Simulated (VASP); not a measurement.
# Ir (Pm-3m) in VASP: a series of runs

The runs below take Ir through single point, relaxation of cell and atoms, with PBE.

All numbers are computed with VASP 6.6.1; they aren't measurements. Logs are shortened: lines on timing, memory, paths and dates and some standing lists are left out, and cuts for length are marked.

### Step 1. The cell of the first run

The structure is cubic, space group Pm-3m (No. 221). Conventional cell: a = 2.570 Å, b = 2.570 Å, c = 2.570 Å, α = 90.00°, β = 90.00°, γ = 90.00°. Within 3.4 Å of Ir (site symmetry m-3m) lie 6 Ir at 2.57 Å.

### Step 2. Single point, PBE

Input file INCAR:

```
PREC = Accurate
ENCUT = 520
EDIFF = 1E-7
ISMEAR = -1
SIGMA = 0.05
LREAL = F
LASPH = T
NELM = 60
ALGO = Normal
ISIF = 2
LWAVE = F
LCHARG = F
GGA = PE
NBANDS = 10
```

Input file KPOINTS:

```
Automatic mesh
0
Gamma
  14 14 14
```

Input file POSCAR:

```
Ir
1.0
    2.5701608635      0.0000000000      0.0000000000
    0.0000000000      2.5701608635      0.0000000000
    0.0000000000      0.0000000000      2.5701608635
Ir
1
Direct
    0.0000000000      0.0000000000      0.0000000000
```

Potentials or basis: VASP PAW PBE potentials, release 64 (Ir).

Launch:

```sh
$ cat potpaw_PBE.64/Ir/POTCAR > POTCAR
$ mpirun -np 1 vasp_std > vasp.out
```

OUTCAR:

```text
PREC = Accurate
   ENCUT = 520
   EDIFF = 1E-7
   ISMEAR = -1
   LREAL = F
   LASPH = T
   NELM = 60
   ISIF = 2
   GGA = PE

 ion  position               nearest neighbor table
   1  0.000  0.000  0.000-

  LATTYP: Found a simple cubic cell.
 ALAT       =     2.5701608635

  Lattice vectors:

 A1 = (   2.5701608635,   0.0000000000,   0.0000000000)
 A2 = (   0.0000000000,   2.5701608635,   0.0000000000)
 A3 = (   0.0000000000,   0.0000000000,   2.5701608635)

Analysis of symmetry for initial positions (statically):
=====================================================================
 Subroutine PRICEL returns:
 Original cell was already a primitive cell.

 Routine SETGRP: Setting up the symmetry group for a
 simple cubic supercell.

 Subroutine GETGRP returns: Found 48 space group operations
 (whereof 48 operations were pure point group operations)
 out of a pool of 48 trial point group operations.

The static configuration has the point symmetry O_h .

Analysis of symmetry for dynamics (positions and initial velocities):
=====================================================================
 Subroutine PRICEL returns:
 Original cell was already a primitive cell.

 Routine SETGRP: Setting up the symmetry group for a
 simple cubic supercell.

 Subroutine GETGRP returns: Found 48 space group operations
 (whereof 48 operations were pure point group operations)
 out of a pool of 48 trial point group operations.

The dynamic configuration has the point symmetry O_h .

 Subroutine INISYM returns: Found 48 space group operations
 (whereof 48 operations are pure point group operations),
 and found     1 'primitive' translations

----------------------------------------------------------------------------------------

                                     Primitive cell

  volume of cell :      16.9778

  direct lattice vectors                    reciprocal lattice vectors
     2.570160863  0.000000000  0.000000000     0.389080705  0.000000000  0.000000000
     0.000000000  2.570160863  0.000000000     0.000000000  0.389080705  0.000000000
     0.000000000  0.000000000  2.570160863     0.000000000  0.000000000  0.389080705

  length of vectors
     2.570160863  2.570160863  2.570160863     0.389080705  0.389080705  0.389080705

  position of ions in fractional coordinates (direct lattice)
     0.000000000  0.000000000  0.000000000

  ion indices of the primitive-cell ions
[... 66 lines left out ...]
   ISTART =      0    job   : 0-new  1-cont  2-samecut
   ICHARG =      2    charge: 1-file 2-atom 10-const
   ISPIN  =      1    spin polarized calculation?
   LNONCOLLINEAR =      F non collinear calculations
   LSORBIT =      F    spin-orbit coupling
   LASPH  =      T    aspherical Exc in radial PAW
   ENCUT  =  520.0 eV  38.22 Ry    6.18 a.u.   4.78  4.78  4.78*2*pi/ulx,y,z
   NELM   =     60;   NELMIN=  2; NELMDL= -5     # of ELM steps
   EDIFF  = 0.1E-06   stopping-criterion for ELM
   LREAL  =      F    real-space projection
   EDIFFG = 0.1E-05   stopping-criterion for IOM
   NSW    =      0    number of steps for IOM
   IBRION =     -1    ionic relax: 0-MD 1-quasi-New 2-CG
   NFREE  =      0    steps in history (QN), initial steepest desc. (CG)
   ISIF   =      2    stress and relaxation
   ISYM   =      2    0-nonsym 1-usesym 2-fastsym
   POTIM  = 0.5000    time-step for ionic-motion
   TEBEG  =    0.0;   TEEND  =   0.0 temperature during run
   PSTRESS=    0.0 pullay stress
   NELECT =       9.0000    total number of electrons
   NUPDOWN=      -1.0000    fix difference up-down
   EMIN   =  10.00;   EMAX   =-10.00  energy-range for DOS
   EFERMI =   0.00;   METHOD = LEGACY
   ISMEAR =    -1;   SIGMA  =   0.05  broadening in eV -4-tet -1-fermi 0-gaus
   EFERMI_NEDOS =   21; number of points for ismear=-14 and -15
   IALGO  =     38    algorithm
   IMIX   =      4    mixing-type and parameters
     AMIX     =   0.40;   BMIX     =  1.00
     AMIX_MAG =   1.60;   BMIX_MAG =  1.00
  volume/ion in A,a.u.               =      16.98       114.57
  Fermi-wavevector in a.u.,A,eV,Ry     =   1.324937  2.503769 23.884471  1.755459
  Thomas-Fermi vector in A             =   2.454435
   LORBIT       =      0    0 simple, 1 ext, 2 COOP (PROOUT), +10 PAW based schemes
   GGA     = PE    functional components
[... 5 lines left out ...]
 non-spin polarized calculation
  energy-cutoff  :      520.00
  volume of cell :       16.98
 maximum number of plane-waves:       480
 NGX is ok and might be reduce to    20
   NGX =  9   NGY =  9   NGZ =  9

 number of electron       9.0000000 magnetization

 Free energy of the ion-electron system (eV)
  ---------------------------------------------------
  ext. energy  EPLUGINS =         0.00000000
  ---------------------------------------------------
  free energy    TOTEN  =        -7.87434838 eV

  energy without entropy =       -7.86360465  energy(sigma->0) =       -7.86897652

 E-fermi :   7.4456     XC(G=0): -12.7506

 val. band max:        7.4415326743   @ k =   0.5000   0.0714   0.0000
 cond. band min:       7.4993991897   @ k =   0.2143   0.0000   0.0000
 fundamental gap:      0.0578665154
 Fermi energy:         7.4455603022

 k-point     1 :       0.0000    0.0000    0.0000
  band No.  band energies     occupation
      1      -1.6545      2.00000
      2       1.5049      2.00000
      3       1.5049      2.00000
      4       8.7203      0.00000
      5       8.7203      0.00000
      6       8.7203      0.00000
      7      23.0243      0.00000
      8      23.0243      0.00000
      9      23.0243      0.00000
     10      28.9494      0.00000
[... 287 lines left out ...]
 k-point    24 :       0.3571    0.2143    0.0000
  band No.  band energies     occupation
      1       1.6366      2.00000
      2       3.0398      2.00000
      3       4.3435      2.00000
      4       6.5965      2.00000
      5       7.1839      1.98938
      6       7.8358      0.00082
      7      15.7829      0.00000
      8      21.9241      0.00000
      9      25.9319      0.00000
     10      29.8177      0.00000

 [... further k-points ...]
[... 5 lines left out ...]
  --------------------------------------------------------------------------------------
  -------------------------------------------------------------------------------------
  Total        0.0146043      0.0146043      0.0146043      0.0000000      0.0000000     -0.0000000
  in kB        1.3781987      1.3781987      1.3781987      0.0000000      0.0000000     -0.0000000
  external PRESSURE =       1.3781987 kB  Pullay stress =       0.0000000 kB

 VOLUME and BASIS-vectors are now :
 -----------------------------------------------------------------------------
  energy-cutoff  :      520.00
  volume of cell :       16.98
      direct lattice vectors                 reciprocal lattice vectors
     2.570160863  0.000000000  0.000000000     0.389080705  0.000000000  0.000000000
     0.000000000  2.570160863  0.000000000     0.000000000  0.389080705  0.000000000
     0.000000000  0.000000000  2.570160863     0.000000000  0.000000000  0.389080705

 POSITION                                       TOTAL-FORCE (eV/Angst)
 -----------------------------------------------------------------------------------
      0.00000      0.00000      0.00000         0.000000      0.000000      0.000000
 -----------------------------------------------------------------------------------
    total drift:                               -0.000000      0.000000     -0.000000

  FREE ENERGIE OF THE ION-ELECTRON SYSTEM (eV)
  ---------------------------------------------------
  free  energy   TOTEN  =        -7.8743483829 eV

  energy  without entropy=       -7.8636046514  energy(sigma->0) =       -7.86897652
```

OSZICAR:

```text
N       E                     dE             d eps       ncg     rms          rms(c)
DAV:   1     0.484332376802E+02    0.48433E+02   -0.42587E+03  2408   0.794E+02
DAV:   2    -0.725605223262E+01   -0.55689E+02   -0.52952E+02  2436   0.191E+02
DAV:   3    -0.827613456568E+01   -0.10201E+01   -0.10143E+01  2884   0.314E+01
DAV:   4    -0.828536748186E+01   -0.92329E-02   -0.92305E-02  2744   0.278E+00
DAV:   5    -0.828557633903E+01   -0.20886E-03   -0.20885E-03  2802   0.408E-01    0.110E+01
DAV:   6    -0.792401709759E+01    0.36156E+00   -0.80024E-01  2738   0.102E+01    0.458E+00
DAV:   7    -0.787882698144E+01    0.45190E-01   -0.14810E-01  3216   0.390E+00    0.154E+00
DAV:   8    -0.787677510112E+01    0.20519E-02   -0.10177E-02  2634   0.144E+00    0.107E+00
DAV:   9    -0.787434399443E+01    0.24311E-02   -0.14562E-03  2634   0.558E-01    0.246E-02
DAV:  10    -0.787434852149E+01   -0.45271E-05   -0.66173E-06  2852   0.237E-02    0.515E-03
DAV:  11    -0.787434838500E+01    0.13649E-06   -0.26296E-07  2688   0.413E-03    0.297E-04
DAV:  12    -0.787434838295E+01    0.20552E-08   -0.70384E-09  1500   0.739E-04
   1 F= -.78743484E+01 E0= -.78689765E+01  d E =-.107437E-01
```

It took 12 s on 1 thread of AMD EPYC 7R13 (Zen 3), shared host; peak memory 0.11 GiB.

What came out:

```
Free energy : -7.8743 eV
Pressure    : 0.1 GPa
```

Levels at points of the mesh, in eV from the Fermi level:
```
           k point  band 2  band 3  band 4  band 5  band 6  band 7
(0.00, 0.00, 0.00)   -5.94   -5.94    1.27    1.27    1.27   15.58
(0.50, 0.00, 0.00)   -5.22   -1.45   -1.45   -0.89    1.55    5.85
(0.50, 0.50, 0.00)   -4.69   -0.94   -0.94    3.31    4.51    4.51
(0.50, 0.50, 0.50)   -5.13   -5.13    3.50    3.50    9.31   10.73
```

Caveat: spin-orbit coupling is left out, which moves the levels of the heavy elements.

### Step 3. Relaxation of cell and atoms, PBE

This run uses another cell than the first one, of 16.62 Å³/atom, 0.979 times its volume.

Input file INCAR:

```
SYSTEM = Ir
PREC = Accurate
ENCUT = 600
EDIFF = 1E-7
ISMEAR = -1
SIGMA = 0.05
LREAL = .False.
LASPH = .True.
NELM = 60
ALGO = Normal
ISIF = 3
LWAVE = .False.
LCHARG = .False.
GGA = PE
IBRION = 2
NSW = 100
EDIFFG = -0.005
```

Input file KPOINTS:

```
regular mesh
0
Gamma
  14 14 14
  0 0 0
```

Input file POSCAR:

```
Ir
1.0
    2.5518244220      0.0000000000      0.0000000000
    0.0000000000      2.5518244220      0.0000000000
    0.0000000000      0.0000000000      2.5518244220
Ir
1
Direct
    0.0000000000      0.0000000000      0.0000000000
```

Potentials or basis: VASP PAW PBE potentials, release 64 (Ir).

Launch:

```sh
$ cat potpaw_PBE.64/Ir/POTCAR > POTCAR
$ mpirun -np 1 vasp_std > vasp.out
```

Run time: 26 s. Hardware: 1 thread of AMD EPYC 7R13 (Zen 3), shared host; peak memory 0.12 GiB.

Results (log left out):

| Quantity | Value |
| --- | --- |
| Free energy | -7.8745 eV |
| Relaxed volume | 16.99 Å³/atom |
| Relaxed cell | a = 2.571 Å, b = 2.571 Å, c = 2.571 Å, α = 90.00°, β = 90.00°, γ = 90.00° |
| Space group after relaxing (to 0.05 Å) | Pm-3m (No. 221) |
| Energy gained by relaxing | 6.6 meV/atom |
| Ionic steps | 4 |
| Pressure after relaxing | 0.0 GPa |

The path:
```tsv
step	energy change (eV)	largest force (eV/Å)	pressure (GPa)	volume (Å³)
1	0.0000	0.0000	5.81	16.62
2	0.0429	0.0000	-13.33	18.11
3	-0.0066	0.0000	-0.12	17.00
4	-0.0066	0.0000	-0.01	16.99
```

Final structure:
```cif
data_structure
_symmetry_space_group_name_H-M 'P 1'
_symmetry_Int_Tables_number 1
_cell_length_a 2.5709
_cell_length_b 2.5709
_cell_length_c 2.5709
_cell_angle_alpha 90.000
_cell_angle_beta 90.000
_cell_angle_gamma 90.000
_cell_volume 16.99
loop_
_atom_site_label
_atom_site_type_symbol
_atom_site_fract_x
_atom_site_fract_y
_atom_site_fract_z
_atom_site_occupancy
Ir1 Ir 0.00000 0.00000 0.00000 1
```

Levels at points of the mesh, in eV from the Fermi level:
| k point | band 2 | band 3 | band 4 | band 5 | band 6 | band 7 |
| --- | --- | --- | --- | --- | --- | --- |
| (0.00, 0.00, 0.00) | -5.93 | -5.93 | 1.27 | 1.27 | 1.27 | 15.57 |
| (0.50, 0.00, 0.00) | -5.22 | -1.45 | -1.45 | -0.89 | 1.54 | 5.85 |
| (0.50, 0.50, 0.00) | -4.68 | -0.94 | -0.94 | 3.31 | 4.51 | 4.51 |
| (0.50, 0.50, 0.50) | -5.12 | -5.12 | 3.49 | 3.49 | 9.31 | 10.72 |

Caveat: spin-orbit coupling is left out, which moves the levels of the heavy elements.
